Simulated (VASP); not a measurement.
# Ag in VASP: further runs

The runs below take Ag through single point, with PBE.

Everything below comes from runs of VASP 6.6.1. Logs are shortened: lines on timing, memory, paths and dates and some standing lists are left out, and cuts for length are marked.

### 1 The cell of the first run

The cell holds a sheet with vacuum, 3 atoms: a = 5.500 Å, b = 5.500 Å, c = 23.800 Å, α = 90.00°, β = 90.00°, γ = 120.00°.

The cell was built from a structure type or drawn by symmetry, and may not be a known phase.

### 2 Single point, PBE

INCAR reads:

```
  PREC = Accurate
  ENCUT = 520
  EDIFF = 1E-7
  ISMEAR = 0
  SIGMA = 0.1
  LREAL = False
  LASPH = True
  NELM = 100
  ALGO = Normal
  ISIF = 2
  LWAVE = False
  LCHARG = True
  LDIPOL = True
  IDIPOL = 3
  DIPOL = 0.5 0.5 0.294
  GGA = PE
  LELF = True
  LVHAR = True
  LVACPOTAV = True
  NBANDS = 24
```

KPOINTS reads:

```
regular mesh
0
Gamma
  6 6 1
```

POSCAR reads:

```
Ag
1.0
    5.5001800549     -0.0000002750      0.0000000000
   -2.7500897893      4.7632957905      0.0000000000
    0.0000000000      0.0000000000     23.8000000000
Ag
3
Direct
    0.5000000000      0.0000000000      0.2941176471
    0.0000000000      0.5000000000      0.2941176471
    0.5000000000      0.5000000000      0.2941176471
```

Potentials or basis: VASP PAW PBE potentials, release 64 (Ag).

The run is started by

```
$ cat potpaw_PBE.64/Ag/POTCAR > POTCAR
$ mpirun -np 1 vasp_std > vasp.out
```

OUTCAR:

```text
PREC = Accurate
   ENCUT = 520
   EDIFF = 1E-7
   ISMEAR = 0
   LREAL = False
   LASPH = True
   NELM = 100
   ISIF = 2
   GGA = PE

 ion  position               nearest neighbor table
   1  0.500  0.000  0.294-   2 2.75   2 2.75   3 2.75   3 2.75
   2  0.000  0.500  0.294-   3 2.75   3 2.75   1 2.75   1 2.75
   3  0.500  0.500  0.294-   2 2.75   2 2.75   1 2.75   1 2.75

  LATTYP: Found a hexagonal cell.
 ALAT       =     5.5001800549
 C/A-ratio  =     4.3271310689

  Lattice vectors:

 A1 = (   5.5001800549,  -0.0000002750,   0.0000000000)
 A2 = (  -2.7500897893,   4.7632957905,   0.0000000000)
 A3 = (   0.0000000000,   0.0000000000,  23.8000000000)

Analysis of symmetry for initial positions (statically):
=====================================================================
 Subroutine PRICEL returns:
 Original cell was already a primitive cell.

 Routine SETGRP: Setting up the symmetry group for a
 hexagonal supercell.

 Subroutine GETGRP returns: Found 24 space group operations
 (whereof 12 operations were pure point group operations)
 out of a pool of 24 trial point group operations.

The static configuration has the point symmetry C_6v.
 The point group associated with its full space group is D_6h.

Analysis of symmetry for dynamics (positions and initial velocities):
=====================================================================
 Subroutine PRICEL returns:
 Original cell was already a primitive cell.

 Routine SETGRP: Setting up the symmetry group for a
 hexagonal supercell.

 Subroutine GETGRP returns: Found 24 space group operations
 (whereof 12 operations were pure point group operations)
 out of a pool of 24 trial point group operations.

The dynamic configuration has the point symmetry C_6v.
 The point group associated with its full space group is D_6h.

 Subroutine INISYM returns: Found 24 space group operations
 (whereof 12 operations are pure point group operations),
 and found     1 'primitive' translations

----------------------------------------------------------------------------------------

                                     Primitive cell

  volume of cell :     623.5358

  direct lattice vectors                    reciprocal lattice vectors
     5.500180055 -0.000000275  0.000000000     0.181812235  0.104969331  0.000000000
    -2.750089789  4.763295790  0.000000000     0.000000010  0.209938680  0.000000000
     0.000000000  0.000000000 23.800000000     0.000000000  0.000000000  0.042016807

  length of vectors
     5.500180055  5.500180055 23.800000000     0.209938680  0.209938680  0.042016807

  position of ions in fractional coordinates (direct lattice)
     0.500000000  0.000000000  0.294117647
     0.000000000  0.500000000  0.294117647
     0.500000000  0.500000000  0.294117647

  ion indices of the primitive-cell ions
   primitive index   ion index
                 1           1
                 2           2
                 3           3

----------------------------------------------------------------------------------------

 KPOINTS: regular mesh

Automatic generation of k-mesh.
 Grid dimensions read from file:
 generate k-points for:    6    6    1

 Generating k-lattice:

  Cartesian coordinates                     Fractional coordinates (reciprocal lattice)
     0.030302039  0.017494888  0.000000000     0.166666667  0.000000000  0.000000000
     0.000000002  0.034989780  0.000000000     0.000000000  0.166666667  0.000000000
     0.000000000  0.000000000  0.042016807     0.000000000  0.000000000  1.000000000

  Length of vectors
     0.034989780  0.034989780  0.042016807

  Shift w.r.t. Gamma in fractional coordinates (k-lattice)
     0.000000000  0.000000000  0.000000000

 Subroutine IBZKPT returns following result:
 ===========================================

 Found      7 irreducible k-points:

 Following reciprocal coordinates:
            Coordinates               Weight
  0.000000  0.000000  0.000000      1.000000
  0.166667  0.000000  0.000000      6.000000
  0.333333 -0.000000  0.000000      6.000000
  0.500000 -0.000000  0.000000      3.000000
  0.166667  0.166667  0.000000      6.000000
  0.333333  0.166667  0.000000     12.000000
  0.333333  0.333333  0.000000      2.000000
   k-points           NKPTS =      7   k-points in BZ     NKDIM =      7   number of bands    NBANDS=     24
   number of dos      NEDOS =    301   number of ions     NIONS =      3
   total plane-waves  NPLWV = 317520
   dimension x,y,z NGX =    42 NGY =   42 NGZ =  180
   dimension x,y,z NGXF=    84 NGYF=   84 NGZF=  360
   ions per type =               3
   NGX,Y,Z   is equivalent  to a cutoff of  12.69, 12.69, 12.57 a.u.
   NGXF,Y,Z  is equivalent  to a cutoff of  25.39, 25.39, 25.15 a.u.
 SYSTEM =  unknown system
   PREC   = accura    normal or accurate (medium, high low for compatibility)
   ISTART =      0    job   : 0-new  1-cont  2-samecut
   ICHARG =      2    charge: 1-file 2-atom 10-const
   ISPIN  =      1    spin polarized calculation?
   LNONCOLLINEAR =      F non collinear calculations
   LSORBIT =      F    spin-orbit coupling
   LASPH  =      T    aspherical Exc in radial PAW
   ENCUT  =  520.0 eV  38.22 Ry    6.18 a.u.  10.23 10.23 44.25*2*pi/ulx,y,z
   NELM   =    100;   NELMIN=  2; NELMDL= -5     # of ELM steps
   EDIFF  = 0.1E-06   stopping-criterion for ELM
   LREAL  =      F    real-space projection
   EDIFFG = 0.1E-05   stopping-criterion for IOM
   NSW    =      0    number of steps for IOM
   IBRION =     -1    ionic relax: 0-MD 1-quasi-New 2-CG
   NFREE  =      0    steps in history (QN), initial steepest desc. (CG)
   ISIF   =      2    stress and relaxation
   ISYM   =      2    0-nonsym 1-usesym 2-fastsym
   POTIM  = 0.5000    time-step for ionic-motion
   TEBEG  =    0.0;   TEEND  =   0.0 temperature during run
   PSTRESS=    0.0 pullay stress
   NELECT =      33.0000    total number of electrons
   NUPDOWN=      -1.0000    fix difference up-down
   EMIN   =  10.00;   EMAX   =-10.00  energy-range for DOS
   EFERMI =   0.00;   METHOD = LEGACY
   ISMEAR =     0;   SIGMA  =   0.10  broadening in eV -4-tet -1-fermi 0-gaus
   EFERMI_NEDOS =   21; number of points for ismear=-14 and -15
   IALGO  =     38    algorithm
   IMIX   =      4    mixing-type and parameters
     AMIX     =   0.40;   BMIX     =  1.00
     AMIX_MAG =   1.60;   BMIX_MAG =  1.00
  volume/ion in A,a.u.               =     207.85      1402.61
  Fermi-wavevector in a.u.,A,eV,Ry     =   0.614647  1.161514  5.140156  0.377791
  Thomas-Fermi vector in A             =   1.671732
   LORBIT       =      0    0 simple, 1 ext, 2 COOP (PROOUT), +10 PAW based schemes
   GGA     = PE    functional components
   LHFCALC =     F    Hartree Fock is set to
   AEXX    =    0.0000 exact exchange contribution
   IVDW    =     0    specifies the selected vdW correction
   LEPSILON=     F    determine dielectric tensor
   LRPA    =     F    only Hartree local field effects (RPA)
 non-spin polarized calculation
 Gauss-broadening in eV      SIGMA  =   0.10
  energy-cutoff  :      520.00
  volume of cell :      623.54
 maximum number of plane-waves:     16866
 NGX is ok and might be reduce to    42
   NGX = 21   NGY = 21   NGZ = 89

 dipolmoment           0.000000      0.000000     -0.000000 electrons x Angstroem

 number of electron      32.9999996 magnetization

 dipolmoment           0.000000      0.000000      0.000001 electrons x Angstroem

 Free energy of the ion-electron system (eV)
  ---------------------------------------------------
  ext. energy  EPLUGINS =         0.00000000
  ---------------------------------------------------
  free energy    TOTEN  =        -5.78190369 eV

  energy without entropy =       -5.77601465  energy(sigma->0) =       -5.77895917

 E-fermi :  -3.8101     XC(G=0):  -1.6918

 val. band max:       -4.2929845576   @ k =   0.3333   0.1667   0.0000
 cond. band min:      -3.7416909170   @ k =   0.3333  -0.0000   0.0000
 fundamental gap:      0.5512936405
 Fermi energy:        -3.8100979521

 k-point     1 :       0.0000    0.0000    0.0000
  band No.  band energies     occupation
      1      -9.3044      2.00000
      2      -8.3700      2.00000
      3      -8.3700      2.00000
      4      -8.0499      2.00000
      5      -7.7092      2.00000
      6      -7.3559      2.00000
[... 16 lines left out ...]
     23       1.2847      0.00000
     24       1.7547      0.00000

 k-point     2 :       0.1667    0.0000    0.0000
  band No.  band energies     occupation
      1      -9.1477      2.00000
      2      -8.3351      2.00000
      3      -8.2222      2.00000
      4      -7.9777      2.00000
      5      -7.6194      2.00000
      6      -7.3516      2.00000
[... 16 lines left out ...]
     23       1.4679      0.00000
     24       2.3826      0.00000

 k-point     3 :       0.3333   -0.0000    0.0000
  band No.  band energies     occupation
      1      -8.7919      2.00000
      2      -8.1941      2.00000
      3      -7.8038      2.00000
      4      -7.7995      2.00000
      5      -7.3735      2.00000
      6      -7.3124      2.00000
[... 16 lines left out ...]
     23       2.0156      0.00000
     24       2.0179      0.00000

 k-point     4 :       0.5000   -0.0000    0.0000
  band No.  band energies     occupation
      1      -8.6214      2.00000
      2      -7.9258      2.00000
      3      -7.6868      2.00000
      4      -7.3639      2.00000
      5      -7.3155      2.00000
      6      -7.1402      2.00000
[... 16 lines left out ...]
     23       2.4786      0.00000
     24       2.9015      0.00000

 k-point     5 :       0.1667    0.1667    0.0000
  band No.  band energies     occupation
      1      -8.8675      2.00000
      2      -8.2677      2.00000
      3      -7.9511      2.00000
      4      -7.8459      2.00000
      5      -7.4398      2.00000
      6      -7.3449      2.00000
[... 16 lines left out ...]
     23       1.8313      0.00000
     24       2.1694      0.00000

 k-point     6 :       0.3333    0.1667    0.0000
  band No.  band energies     occupation
      1      -8.5044      2.00000
      2      -8.0650      2.00000
      3      -7.6537      2.00000
      4      -7.5398      2.00000
      5      -7.3494      2.00000
      6      -7.2934      2.00000
[... 16 lines left out ...]
     23       2.3321      0.00000
     24       2.5625      0.00000

 k-point     7 :       0.3333    0.3333    0.0000
  band No.  band energies     occupation
      1      -8.0091      2.00000
      2      -7.9748      2.00000
      3      -7.9748      2.00000
      4      -7.4179      2.00000
      5      -7.4179      2.00000
      6      -7.3024      2.00000
[... 16 lines left out ...]
     23       2.9407      0.00000
     24       3.0496      0.00000

------------------------ aborting loop because EDIFF is reached ----------------------------------------

 vacuum level on the upper side and lower side of the slab       (xc-potential included)        -0.108        -0.103

  FORCE on cell =-STRESS in cart. coord.  units (eV):
  Direction    XX          YY          ZZ          XY          YZ          ZX
  --------------------------------------------------------------------------------------
  -------------------------------------------------------------------------------------
  Total       -0.6168747     -0.6168747     -0.0284332      0.0000000      0.0000000      0.0000000
  in kB       -1.5850617     -1.5850617     -0.0730591      0.0000000      0.0000000      0.0000000
  external PRESSURE =      -1.0810608 kB  Pullay stress =       0.0000000 kB

 VOLUME and BASIS-vectors are now :
 -----------------------------------------------------------------------------
  energy-cutoff  :      520.00
  volume of cell :      623.54
      direct lattice vectors                 reciprocal lattice vectors
     5.500180055 -0.000000275  0.000000000     0.181812235  0.104969331  0.000000000
    -2.750089789  4.763295790  0.000000000     0.000000010  0.209938680  0.000000000
     0.000000000  0.000000000 23.800000000     0.000000000  0.000000000  0.042016807

 POSITION                                       TOTAL-FORCE (eV/Angst)
 -----------------------------------------------------------------------------------
      2.75009     -0.00000      7.00000         0.000000      0.000000     -0.000000
     -1.37504      2.38165      7.00000        -0.000000      0.000000      0.000000
      1.37505      2.38165      7.00000        -0.000000     -0.000000      0.000000
 -----------------------------------------------------------------------------------
    total drift:                                0.000000      0.000000     -0.000130

  FREE ENERGIE OF THE ION-ELECTRON SYSTEM (eV)
  ---------------------------------------------------
  free  energy   TOTEN  =        -5.7819036935 eV

  energy  without entropy=       -5.7760146504  energy(sigma->0) =       -5.77895917

 vacuum level on the upper side and lower side of the slab         1.062         1.062
```

Run time: 3.2 min. Hardware: 1 thread of AMD EPYC 9R45 (Zen 5), shared host; peak memory 0.62 GiB.

What came out:

```yaml
Free_energy: -5.7819 eV
Band_gap_on_the_k_mesh: zero (an odd number of electrons rules out a gap without spin polarisation)
Work_function_of_the_upper_face: 4.87 eV
Work_function_of_the_lower_face: 4.87 eV
```

### 3 Single point, PBE

This run uses another cell than the first one.

INCAR reads:

```
ALGO = Normal
DIPOL = 0.5 0.5 0.294
EDIFF = 1E-6
ENCUT = 520
GGA = PE
IDIPOL = 3
ISIF = 2
ISMEAR = 0
LASPH = True
LCHARG = False
LDIPOL = True
LREAL = False
LWAVE = False
NBANDS = 24
NELM = 60
PREC = Accurate
SIGMA = 0.1
```

KPOINTS reads:

```
k-points
0
Gamma
  12 12 1
```

POSCAR reads:

```
Ag
1.0
    5.4528803246     -0.0000002726      0.0000000000
   -2.7264399262      4.7223330212      0.0000000000
    0.0000000000      0.0000000000     23.8000000000
Ag
3
Direct
    0.5000000000      0.0000000000      0.2941176471
    0.0000000000      0.5000000000      0.2941176471
    0.5000000000      0.5000000000      0.2941176471
```

Potentials or basis: VASP PAW PBE potentials, release 64 (Ag).

The run is started by

```
$ cat potpaw_PBE.64/Ag/POTCAR > POTCAR
$ mpirun -np 1 vasp_std > vasp.out
```

Run time: 7.1 min. Hardware: 1 thread of AMD EPYC 9R45 (Zen 5), shared host; peak memory 0.67 GiB.

It converged, with:

| Property | Result |
| --- | --- |
| Free energy | -5.7883 eV |
| Band gap on the k mesh | zero (an odd number of electrons rules out a gap without spin polarisation) |

Levels at points of the mesh, in eV from the Fermi level:
| k point | band 12 | band 13 | band 14 | band 15 | band 16 | band 17 | band 18 | band 19 | band 20 | band 21 |
| --- | --- | --- | --- | --- | --- | --- | --- | --- | --- | --- |
| (0.00, 0.00, 0.00) | -2.40 | -2.40 | -2.39 | -2.39 | -1.46 | 1.83 | 2.57 | 4.33 | 4.33 | 4.66 |
| (0.50, 0.00, 0.00) | -3.00 | -2.58 | -2.43 | -2.37 | -1.47 | -0.94 | 3.22 | 3.48 | 3.51 | 4.46 |

### 4 Single point, PBE

This run uses another cell than the first one.

INCAR reads:

```
PREC     = Accurate       # precision mode
ENCUT    = 520            # plane-wave cutoff, eV
EDIFF    = 1E-6           # SCF threshold, eV
ISMEAR   = 0              # smearing method
SIGMA    = 0.1            # smearing width, eV
LREAL    = F              # projectors in reciprocal space
LASPH    = T              # aspherical terms in the spheres
NELM     = 100            # most SCF steps
ALGO     = Normal         # electronic algorithm
ISIF     = 2              # what is computed and relaxed
LWAVE    = F              # write WAVECAR
LCHARG   = F              # write CHGCAR
LDIPOL   = T            
IDIPOL   = 3            
DIPOL    = 0.5 0.5 0.294
GGA      = PE             # functional
NBANDS   = 24             # bands
```

KPOINTS reads:

```
regular mesh
0
Gamma
  12 12 1
```

POSCAR reads:

```
Ag
1.0
    5.4724203189     -0.0000002736      0.0000000000
   -2.7362099225      4.7392551531      0.0000000000
    0.0000000000      0.0000000000     23.8000000000
Ag
3
Direct
    0.5000000000      0.0000000000      0.2941176471
    0.0000000000      0.5000000000      0.2941176471
    0.5000000000      0.5000000000      0.2941176471
```

The run is started by

```
$ cat potpaw_PBE.64/Ag/POTCAR > POTCAR
$ mpirun -np 1 vasp_std > vasp.out
```

Wall time 7.5 min (1 thread of AMD EPYC 9R45 (Zen 5), shared host); peak memory 0.68 GiB.

The run converged. Its results:

| Property | Result |
| --- | --- |
| Free energy | -5.7873 eV |
| Band gap on the k mesh | zero (an odd number of electrons rules out a gap without spin polarisation) |

Levels at points of the mesh, in eV from the Fermi level:
| k point | band 12 | band 13 | band 14 | band 15 | band 16 | band 17 | band 18 | band 19 | band 20 | band 21 |
| --- | --- | --- | --- | --- | --- | --- | --- | --- | --- | --- |
| (0.00, 0.00, 0.00) | -2.40 | -2.40 | -2.39 | -2.39 | -1.48 | 1.85 | 2.56 | 4.31 | 4.31 | 4.67 |
| (0.50, 0.00, 0.00) | -2.99 | -2.58 | -2.43 | -2.37 | -1.45 | -0.92 | 3.21 | 3.44 | 3.51 | 4.46 |

### 5 The runs side by side

```csv
cell,k mesh,gap on the mesh (eV)
"a = 5.500, b = 5.500, c = 23.800 Å, angles 90.0, 90.0, 120.0°, 3 atoms",6 × 6 × 1,none
"a = 5.453, b = 5.453, c = 23.800 Å, angles 90.0, 90.0, 120.0°, 3 atoms",12 × 12 × 1,none
"a = 5.472, b = 5.472, c = 23.800 Å, angles 90.0, 90.0, 120.0°, 3 atoms",12 × 12 × 1,none
```

Alike in all rows: task single point; level PBE; potentials or basis VASP PAW PBE potentials, release 64 (Ag); no spin polarisation; cutoff (eV) 520; smearing gaussian 0.1 eV.

Absolute energies hang on the potentials; compare differences alone.
